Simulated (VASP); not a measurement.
Runs of VASP 6.6.1 on Zn. The structure is that of space group Im-3m (No. 229), or close to it. The cells are those of the table. 

```csv
task,cell,cutoff (eV),gap on the mesh (eV),pressure (GPa)
single point,"a = 2.712 Å, angles 70.5, 109.5, 70.5°, 1 atom",520,none,(a)
single point,"a = 2.463 Å, angles 70.5, 109.5, 70.5°, 1 atom",520,none,41.0
relaxation of cell and atoms,"relaxed from a = 2.711 Å, angles 70.5, 109.5, 70.5°, 1 atom",600,none,0.0
relaxation of cell and atoms,"relaxed to 20 GPa from a = 2.711 Å, angles 70.5, 109.5, 70.5°, 1 atom",600,none,19.7
single point,"a = 2.548 Å, angles 70.5, 109.5, 70.5°, 1 atom",520,none,20.6
```

Alike in all rows: level PBE; potentials or basis VASP PAW PBE potentials, release 64 (Zn); no spin polarisation; k mesh 18 × 18 × 18; smearing methfessel-paxton 0.1 eV.

Estimate the missing entries.

(a) 0.3.

Caveats: the cell is relaxed towards a set pressure, so the enthalpy falls and the energy may rise (some runs).

A gap of «none» marks levels without a gap at the run's occupations.
